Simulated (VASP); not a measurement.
# Cs3H (Immm) in VASP: notebook

The runs below take Cs3H through single point, with PBE.

Everything below comes from runs of VASP 6.6.1. Logs are shortened: lines on timing, memory, paths and dates and some standing lists are left out, and cuts for length are marked.

### Step 1. The cell of the first run

The structure is orthorhombic, space group Immm (No. 71). The conventional cell has a = 4.245 Å, b = 5.929 Å, c = 12.002 Å, α = 90.00°, β = 90.00°, γ = 90.00°. Cs (site symmetry mm2) has 10 Cs at 3.61 to 4.27 Å and 4 H at 3.74 to 4.16 Å within 4.7 Å. Cs (site symmetry mmm) has 10 Cs at 3.61 to 4.27 Å and 4 H at 3.65 Å within 4.7 Å. Within 4.8 Å of H (site symmetry mmm) lie 12 Cs at 3.65 to 4.16 Å and 2 H at 4.24 Å.

The cell was generated, and may not be a known phase.

### Step 2. Single point, PBE

File INCAR:

```
PREC     = Accurate       # precision mode
ENCUT    = 520            # plane-wave cutoff, eV
EDIFF    = 1E-6           # SCF threshold, eV
ISMEAR   = 0              # smearing method
SIGMA    = 0.1            # smearing width, eV
LREAL    = False          # projectors in reciprocal space
LASPH    = True           # aspherical terms in the spheres
NELM     = 100            # most SCF steps
ALGO     = Fast           # electronic algorithm
ISIF     = 2              # what is computed and relaxed
LWAVE    = False          # write WAVECAR
LCHARG   = False          # write CHGCAR
GGA      = PE             # functional
NBANDS   = 22             # bands
```

File KPOINTS:

```
Automatic mesh
0
Gamma
  6 6 6
```

File POSCAR:

```
Cs3H
1.0
   -2.1223033100      2.9643460600      6.0011613700
    2.1223033100     -2.9643460600      6.0011613700
    2.1223033100      2.9643460600     -6.0011613700
Cs H
3 1
Direct
    0.7565909000      0.7565909000      0.0000000000
    0.2434091000      0.2434091000      0.0000000000
    0.0000000000      0.5000000000      0.5000000000
    0.5000000000      0.0000000000      0.5000000000
```

Potentials or basis: VASP PAW PBE potentials, release 64 (Cs_sv, H).

The run is started by

```bash
$ cat potpaw_PBE.64/Cs_sv/POTCAR potpaw_PBE.64/H/POTCAR > POTCAR
$ mpirun -np 1 vasp_std > vasp.out
```

OUTCAR:

```text
PREC = Accurate
   ENCUT = 520
   EDIFF = 1E-6
   ISMEAR = 0
   LREAL = False
   LASPH = True
   NELM = 100
   ISIF = 2
   GGA = PE

 ion  position               nearest neighbor table
   1  0.757  0.757  0.000-
   2  0.243  0.243  0.000-
   3  0.000  0.500  0.500-
   4  0.500  0.000  0.500-

  LATTYP: Found a body centered orthorhombic cell.
 ALAT       =     4.2446066200
 B/A-ratio  =     1.3967589110
 C/A-ratio  =     2.8276643314

  Lattice vectors:

 A1 = (  -2.1223033100,   2.9643460600,   6.0011613700)
 A2 = (   2.1223033100,  -2.9643460600,   6.0011613700)
 A3 = (   2.1223033100,   2.9643460600,  -6.0011613700)

Analysis of symmetry for initial positions (statically):
=====================================================================
 Subroutine PRICEL returns:
 Original cell was already a primitive cell.

 Routine SETGRP: Setting up the symmetry group for a
 body centered orthorhombic supercell.

 Subroutine GETGRP returns: Found  8 space group operations
 (whereof  8 operations were pure point group operations)
 out of a pool of  8 trial point group operations.

The static configuration has the point symmetry D_2h.

Analysis of symmetry for dynamics (positions and initial velocities):
=====================================================================
 Subroutine PRICEL returns:
 Original cell was already a primitive cell.

 Routine SETGRP: Setting up the symmetry group for a
 body centered orthorhombic supercell.

 Subroutine GETGRP returns: Found  8 space group operations
 (whereof  8 operations were pure point group operations)
 out of a pool of  8 trial point group operations.

The dynamic configuration has the point symmetry D_2h.

 Subroutine INISYM returns: Found  8 space group operations
 (whereof  8 operations are pure point group operations),
 and found     1 'primitive' translations

----------------------------------------------------------------------------------------

                                     Primitive cell

  volume of cell :     151.0190

  direct lattice vectors                    reciprocal lattice vectors
    -2.122303310  2.964346060  6.001161370     0.000000000  0.168671265  0.083317206
     2.122303310 -2.964346060  6.001161370     0.235593092  0.000000000  0.083317206
     2.122303310  2.964346060 -6.001161370     0.235593092  0.168671265  0.000000000

  length of vectors
     7.021784438  7.021784438  7.021784438     0.188126959  0.249891701  0.289748341

  position of ions in fractional coordinates (direct lattice)
     0.756590900  0.756590900  0.000000000
     0.243409100  0.243409100  0.000000000
     0.000000000  0.500000000  0.500000000
     0.500000000  0.000000000  0.500000000

  ion indices of the primitive-cell ions
   primitive index   ion index
                 1           1
                 2           2
                 3           3
                 4           4

----------------------------------------------------------------------------------------

 KPOINTS: Automatic mesh

Automatic generation of k-mesh.
 Grid dimensions read from file:
 generate k-points for:    6    6    6

 Generating k-lattice:

  Cartesian coordinates                     Fractional coordinates (reciprocal lattice)
     0.000000000  0.028111878  0.013886201     0.166666667 -0.000000000  0.000000000
     0.039265515  0.000000000  0.013886201    -0.000000000  0.166666667  0.000000000
     0.039265515  0.028111878  0.000000000     0.000000000 -0.000000000  0.166666667

  Length of vectors
     0.031354493  0.041648617  0.048291390

  Shift w.r.t. Gamma in fractional coordinates (k-lattice)
     0.000000000  0.000000000  0.000000000

 Subroutine IBZKPT returns following result:
 ===========================================

 Found     46 irreducible k-points:

 Following reciprocal coordinates:
            Coordinates               Weight
  0.000000  0.000000  0.000000      1.000000
  0.166667  0.000000  0.000000      4.000000
  0.333333  0.000000  0.000000      4.000000
  0.500000  0.000000  0.000000      2.000000
 -0.000000  0.166667  0.000000      4.000000
  0.166667  0.166667  0.000000      8.000000
[... 16 lines left out ...]
 -0.166667  0.166667  0.166667      2.000000
  0.166667  0.333333  0.166667      4.000000
 [... further k-points ...]
   k-points           NKPTS =     46   k-points in BZ     NKDIM =     46   number of bands    NBANDS=     22
   number of dos      NEDOS =    301   number of ions     NIONS =      4
   total plane-waves  NPLWV = 157464
   dimension x,y,z NGX =    54 NGY =   54 NGZ =   54
   dimension x,y,z NGXF=   108 NGYF=  108 NGZF=  108
   ions per type =               3   1
   NGX,Y,Z   is equivalent  to a cutoff of  12.78, 12.78, 12.78 a.u.
   NGXF,Y,Z  is equivalent  to a cutoff of  25.57, 25.57, 25.57 a.u.
 SYSTEM =  unknown system
   PREC   = accura    normal or accurate (medium, high low for compatibility)
   ISTART =      0    job   : 0-new  1-cont  2-samecut
   ICHARG =      2    charge: 1-file 2-atom 10-const
   ISPIN  =      1    spin polarized calculation?
   LNONCOLLINEAR =      F non collinear calculations
   LSORBIT =      F    spin-orbit coupling
   LASPH  =      T    aspherical Exc in radial PAW
   ENCUT  =  520.0 eV  38.22 Ry    6.18 a.u.  13.06 13.06 13.06*2*pi/ulx,y,z
   NELM   =    100;   NELMIN=  2; NELMDL= -5     # of ELM steps
   EDIFF  = 0.1E-05   stopping-criterion for ELM
   LREAL  =      F    real-space projection
   EDIFFG = 0.1E-04   stopping-criterion for IOM
   NSW    =      0    number of steps for IOM
   IBRION =     -1    ionic relax: 0-MD 1-quasi-New 2-CG
   NFREE  =      0    steps in history (QN), initial steepest desc. (CG)
   ISIF   =      2    stress and relaxation
   ISYM   =      2    0-nonsym 1-usesym 2-fastsym
   POTIM  = 0.5000    time-step for ionic-motion
   TEBEG  =    0.0;   TEEND  =   0.0 temperature during run
   PSTRESS=    0.0 pullay stress
   NELECT =      28.0000    total number of electrons
   NUPDOWN=      -1.0000    fix difference up-down
   EMIN   =  10.00;   EMAX   =-10.00  energy-range for DOS
   EFERMI =   0.00;   METHOD = LEGACY
   ISMEAR =     0;   SIGMA  =   0.10  broadening in eV -4-tet -1-fermi 0-gaus
   EFERMI_NEDOS =   21; number of points for ismear=-14 and -15
   IALGO  =     68    algorithm
   IMIX   =      4    mixing-type and parameters
     AMIX     =   0.40;   BMIX     =  1.00
     AMIX_MAG =   1.60;   BMIX_MAG =  1.00
  volume/ion in A,a.u.               =      37.75       254.78
  Fermi-wavevector in a.u.,A,eV,Ry     =   0.933506  1.764070 11.856563  0.871433
  Thomas-Fermi vector in A             =   2.060214
   LORBIT       =      0    0 simple, 1 ext, 2 COOP (PROOUT), +10 PAW based schemes
   GGA     = PE    functional components
   LHFCALC =     F    Hartree Fock is set to
   AEXX    =    0.0000 exact exchange contribution
   IVDW    =     0    specifies the selected vdW correction
   LEPSILON=     F    determine dielectric tensor
   LRPA    =     F    only Hartree local field effects (RPA)
 non-spin polarized calculation
 RMM-DIIS sequential band-by-band and
 Gauss-broadening in eV      SIGMA  =   0.10
  energy-cutoff  :      520.00
  volume of cell :      151.02
 maximum number of plane-waves:      4094
 NGX is ok and might be reduce to    54
   NGX = 27   NGY = 27   NGZ = 27

 number of electron      28.0000000 magnetization

 Free energy of the ion-electron system (eV)
  ---------------------------------------------------
  ext. energy  EPLUGINS =         0.00000000
  ---------------------------------------------------
  free energy    TOTEN  =        -3.06277297 eV

  energy without entropy =       -3.03749324  energy(sigma->0) =       -3.05013311

 E-fermi :   3.6465     XC(G=0):  -8.0824

 val. band max:        3.6390073420   @ k =   0.3333   0.5000   0.0000
 cond. band min:       3.6506302463   @ k =   0.1667  -0.1667   0.1667
 fundamental gap:      0.0116229043
 Fermi energy:         3.6464604235

 k-point     1 :       0.0000    0.0000    0.0000
  band No.  band energies     occupation
      1     -20.9291      2.00000
      2     -20.4460      2.00000
      3     -20.3179      2.00000
      4      -8.6511      2.00000
      5      -8.6238      2.00000
      6      -7.5860      2.00000
[... 14 lines left out ...]
     21       6.5941      0.00000
     22       6.7528      0.00000

 k-point     2 :       0.1667    0.0000    0.0000
  band No.  band energies     occupation
      1     -20.8996      2.00000
      2     -20.4598      2.00000
      3     -20.3394      2.00000
      4      -8.6041      2.00000
      5      -8.4949      2.00000
      6      -7.5727      2.00000
[... 14 lines left out ...]
     21       6.4420      0.00000
     22       6.8447      0.00000

 k-point     3 :       0.3333    0.0000    0.0000
  band No.  band energies     occupation
      1     -20.8237      2.00000
      2     -20.5139      2.00000
      3     -20.3728      2.00000
      4      -8.4743      2.00000
      5      -8.1674      2.00000
      6      -7.5512      2.00000
[... 14 lines left out ...]
     21       6.2426      0.00000
     22       6.5566      0.00000

 k-point     4 :       0.5000    0.0000    0.0000
  band No.  band energies     occupation
      1     -20.7650      2.00000
      2     -20.5675      2.00000
      3     -20.3836      2.00000
      4      -8.4004      2.00000
      5      -7.7866      2.00000
      6      -7.6409      2.00000
[... 14 lines left out ...]
     21       6.6376      0.00000
     22       6.9351      0.00000

 k-point     5 :      -0.0000    0.1667    0.0000
  band No.  band energies     occupation
      1     -20.8697      2.00000
      2     -20.4594      2.00000
      3     -20.3286      2.00000
      4      -8.5945      2.00000
      5      -8.4982      2.00000
      6      -7.8258      2.00000
[... 14 lines left out ...]
     21       6.0207      0.00000
     22       6.4519      0.00000

 k-point     6 :       0.1667    0.1667    0.0000
  band No.  band energies     occupation
      1     -20.8335      2.00000
      2     -20.4928      2.00000
      3     -20.3363      2.00000
      4      -8.5692      2.00000
      5      -8.3973      2.00000
      6      -7.8596      2.00000
[... 14 lines left out ...]
     21       6.0281      0.00000
     22       6.4564      0.00000

 k-point     7 :       0.3333    0.1667    0.0000
  band No.  band energies     occupation
      1     -20.7599      2.00000
      2     -20.5431      2.00000
      3     -20.3678      2.00000
      4      -8.4616      2.00000
      5      -8.2616      2.00000
      6      -7.8557      2.00000
[... 324 lines left out ...]
      6      -8.4120      2.00000
[... 14 lines left out ...]
     21       6.6973      0.00000
     22       7.0920      0.00000

 k-point    21 :       0.1667    0.1667    0.1667
  band No.  band energies     occupation
      1     -20.6674      2.00000
      2     -20.4909      2.00000
      3     -20.4301      2.00000
      4      -8.7590      2.00000
      5      -8.3477      2.00000
      6      -8.1035      2.00000
[... 14 lines left out ...]
     21       6.4657      0.00000
     22       6.5491      0.00000

 k-point    22 :       0.3333    0.1667    0.1667
  band No.  band energies     occupation
      1     -20.6320      2.00000
      2     -20.5206      2.00000
      3     -20.4366      2.00000
      4      -8.7461      2.00000
      5      -8.4679      2.00000
      6      -8.1771      2.00000
[... 14 lines left out ...]
     21       6.4416      0.00000
     22       6.6964      0.00000

 k-point    23 :      -0.1667    0.1667    0.1667
  band No.  band energies     occupation
      1     -20.7320      2.00000
      2     -20.4557      2.00000
      3     -20.3981      2.00000
      4      -8.5842      2.00000
      5      -8.2156      2.00000
      6      -8.1192      2.00000
[... 14 lines left out ...]
     21       5.8201      0.00000
     22       6.2519      0.00000

 k-point    24 :       0.1667    0.3333    0.1667
  band No.  band energies     occupation
      1     -20.5441      2.00000
      2     -20.5068      2.00000
      3     -20.4969      2.00000
      4      -8.8384      2.00000
      5      -8.4911      2.00000
      6      -8.4005      2.00000
[... 14 lines left out ...]
     21       6.3984      0.00000
     22       6.7143      0.00000

 [... further k-points ...]

------------------------ aborting loop because EDIFF is reached ----------------------------------------

  FORCE on cell =-STRESS in cart. coord.  units (eV):
  Direction    XX          YY          ZZ          XY          YZ          ZX
  --------------------------------------------------------------------------------------
  -------------------------------------------------------------------------------------
  Total        4.9674818      2.2228581      2.9346055      0.0000000      0.0000000      0.0000000
  in kB       52.7005586     23.5825451     31.1335512      0.0000000      0.0000000      0.0000000
  external PRESSURE =      35.8055516 kB  Pullay stress =       0.0000000 kB

 VOLUME and BASIS-vectors are now :
 -----------------------------------------------------------------------------
  energy-cutoff  :      520.00
  volume of cell :      151.02
      direct lattice vectors                 reciprocal lattice vectors
    -2.122303310  2.964346060  6.001161370     0.000000000  0.168671265  0.083317206
     2.122303310 -2.964346060  6.001161370     0.235593092  0.000000000  0.083317206
     2.122303310  2.964346060 -6.001161370     0.235593092  0.168671265  0.000000000

 POSITION                                       TOTAL-FORCE (eV/Angst)
 -----------------------------------------------------------------------------------
      0.00000      0.00000      9.08085        -0.000000     -0.000000     -0.544657
      0.00000      0.00000      2.92147         0.000000     -0.000000      0.544657
      2.12230      0.00000      0.00000        -0.000000      0.000000      0.000000
      0.00000      2.96435      0.00000        -0.000000      0.000000      0.000000
 -----------------------------------------------------------------------------------
    total drift:                               -0.000000     -0.000000      0.000000

  FREE ENERGIE OF THE ION-ELECTRON SYSTEM (eV)
  ---------------------------------------------------
  free  energy   TOTEN  =        -3.0627729745 eV

  energy  without entropy=       -3.0374932425  energy(sigma->0) =       -3.05013311
```

Run time: 8.3 min. Hardware: 1 thread of Oxide Virtual Turin-like, shared host; peak memory 0.41 GiB.

Results:

```yaml
Free_energy: -3.0628 eV
Pressure: 3.6 GPa
Largest_force: 0.545 eV/Å
Band_gap_on_the_k_mesh: zero (bands 14 and 15 overlap by 1.04 eV)
```

Forces in eV/Å, atoms in the order of the input:
```
Cs   0.000  0.000 -0.545
Cs   0.000  0.000  0.545
Cs   0.000  0.000  0.000
H    0.000  0.000  0.000
```

Caveat: the cell stands under pressure; spin-orbit coupling is left out, which moves the levels of the heavy elements.

[end of part 1 of 2]
